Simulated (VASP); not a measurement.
# Re (C2/c) in VASP: notebook, part 2 of 2

VASP 6.6.1.

### Step 3. Single point, PBE

INCAR

```
  PREC = Accurate
  ENCUT = 520
  EDIFF = 1E-6
  ISMEAR = -1
  SIGMA = 0.1
  LREAL = False
  LASPH = True
  NELM = 80
  ALGO = Normal
  ISIF = 2
  LWAVE = False
  LCHARG = False
  GGA = PE
  NBANDS = 14
  ISYM = 0
```

KPOINTS

```
Automatic mesh
0
Gamma
  13 13 9
```

POSCAR

```
Re
1.0
   -1.8664054811      1.5334497129      1.3681013643
    1.5334497129     -1.8664054811      1.3681013643
    3.4557394981      3.4557394981     -1.9779104635
Re
2
Direct
    0.9583475155      0.0416524845      0.0000000000
    0.7916524845      0.2083475155      0.5000000000
```

Potentials or basis: VASP PAW PBE potentials, release 64 (Re).

Command:

```sh
cat potpaw_PBE.64/Re/POTCAR > POTCAR
mpirun -np 1 vasp_std > vasp.out
```

OUTCAR:

```text
PREC = Accurate
   ENCUT = 520
   EDIFF = 1E-6
   ISMEAR = -1
   LREAL = False
   LASPH = True
   NELM = 80
   ISIF = 2
   GGA = PE
   ISYM = 0

 ion  position               nearest neighbor table
   1  0.958  0.042  0.000-   2 2.75   2 2.75   2 2.75   2 2.75   2 2.76   2 2.76
   2  0.792  0.208  0.500-   1 2.75   1 2.75   1 2.75   1 2.75   1 2.76   1 2.76

IMPORTANT INFORMATION: All symmetrisations will be switched off!
NOSYMM: (Re-)initialisation of all symmetry stuff for point group C_1.

----------------------------------------------------------------------------------------

                                     Primitive cell

  volume of cell :      29.9087

  direct lattice vectors                    reciprocal lattice vectors
    -1.866405481  1.533449713  1.368101364    -0.034646088  0.259484086  0.392829485
     1.533449713 -1.866405481  1.368101364     0.259484086 -0.034646088  0.392829485
     3.455739498  3.455739498 -1.977910463     0.155518249  0.155518249  0.037848583

  length of vectors
     2.776083353  2.776083353  5.272229202     0.472067099  0.472067099  0.223168919

  position of ions in fractional coordinates (direct lattice)
[... 143 lines left out ...]
      8       7.8719      0.28181
      9       7.8719      0.28176
     10       8.2776      0.00566
     11      10.9777      0.00000
     12      10.9799      0.00000
     13      17.4967      0.00000
     14      21.8069      0.00000
[... 377 lines left out ...]
      1       1.5830      2.00000
      2       1.8157      2.00000
      3       3.6877      2.00000
      4       3.9187      2.00000
      5       7.0013      1.99798
      6       7.6571      1.16831
      7       8.5974      0.00023
      8       9.0470      0.00000
      9      11.4345      0.00000
     10      11.5260      0.00000
     11      12.9319      0.00000
     12      13.3518      0.00000
     13      17.7990      0.00000
     14      17.9190      0.00000

 [... further k-points ...]

------------------------ aborting loop because EDIFF is reached ----------------------------------------

  FORCE on cell =-STRESS in cart. coord.  units (eV):
  Direction    XX          YY          ZZ          XY          YZ          ZX
  --------------------------------------------------------------------------------------
  -------------------------------------------------------------------------------------
  Total       -0.1031164     -0.1031166     -0.0859184     -0.0182102     -0.0037060     -0.0037050
  in kB       -5.5238408     -5.5238505     -4.6025586     -0.9755027     -0.1985272     -0.1984733
  external PRESSURE =      -5.2167500 kB  Pullay stress =       0.0000000 kB

 VOLUME and BASIS-vectors are now :
 -----------------------------------------------------------------------------
  energy-cutoff  :      520.00
  volume of cell :       29.91
      direct lattice vectors                 reciprocal lattice vectors
    -1.866405481  1.533449713  1.368101364    -0.034646088  0.259484086  0.392829485
     1.533449713 -1.866405481  1.368101364     0.259484086 -0.034646088  0.392829485
     3.455739498  3.455739498 -1.977910463     0.155518249  0.155518249  0.037848583

 POSITION                                       TOTAL-FORCE (eV/Angst)
 -----------------------------------------------------------------------------------
     -1.72479      1.39184      1.36810        -0.000235      0.000239      0.000003
      0.56982      2.55297      0.37915         0.000235     -0.000239     -0.000003
 -----------------------------------------------------------------------------------
    total drift:                               -0.000001      0.000004      0.000001

  FREE ENERGIE OF THE ION-ELECTRON SYSTEM (eV)
  ---------------------------------------------------
  free  energy   TOTEN  =       -24.8778994715 eV

  energy  without entropy=      -24.8225729193  energy(sigma->0) =      -24.85023620
```

OSZICAR:

```text
N       E                     dE             d eps       ncg     rms          rms(c)
DAV:   1     0.201724525475E+02    0.20172E+02   -0.68466E+03 42616   0.128E+03
DAV:   2    -0.252954096172E+02   -0.45468E+02   -0.40314E+02 34498   0.276E+02
DAV:   3    -0.262955442579E+02   -0.10001E+01   -0.97712E+00 33608   0.433E+01
DAV:   4    -0.263051170237E+02   -0.95728E-02   -0.95652E-02 32572   0.298E+00
DAV:   5    -0.263053153863E+02   -0.19836E-03   -0.19834E-03 33498   0.747E-01    0.414E+01
DAV:   6    -0.252399818314E+02    0.10653E+01   -0.84411E-01 36982   0.258E+01    0.165E+01
DAV:   7    -0.248912497213E+02    0.34873E+00   -0.55797E-01 37280   0.204E+01    0.687E-01
DAV:   8    -0.248787486320E+02    0.12501E-01   -0.81353E-03 37726   0.101E+00    0.213E-01
DAV:   9    -0.248778786369E+02    0.87000E-03   -0.51628E-04 40438   0.278E-01    0.386E-02
DAV:  10    -0.248778976613E+02   -0.19024E-04   -0.38006E-05 33268   0.438E-02    0.140E-02
DAV:  11    -0.248778995767E+02   -0.19154E-05   -0.47347E-07 20292   0.256E-02    0.259E-03
DAV:  12    -0.248778994715E+02    0.10519E-06   -0.23098E-07 17068   0.165E-02
   1 F= -.24877899E+02 E0= -.24850236E+02  d E =-.553266E-01
```

stdout:

```text
POSCAR found type information on POSCAR Re
 POSCAR found :  1 types and       2 ions
 scaLAPACK will be used
 LDA part: xc-table for (Slater+PW92), standard interpolation
 POSCAR, INCAR and KPOINTS ok, starting setup
 FFT: planning ... GRIDC
 FFT: planning ... GRID_SOFT
 FFT: planning ... GRID
 WAVECAR not read
 entering main loop
```

It took 8.1 min on 1 thread of Intel Xeon 8259CL, shared host; peak memory 0.4 GiB.

What came out:

* Free energy: -24.8779 eV
* Pressure: -0.5 GPa
* Band gap on the k mesh: zero (bands 7 and 8 overlap by 2.98 eV)

Stress tensor (GPa, compression positive):
```
-0.55 -0.10 -0.02
-0.10 -0.55 -0.02
-0.02 -0.02 -0.46
```

Caveat: spin-orbit coupling is left out, which moves the levels of the heavy elements.
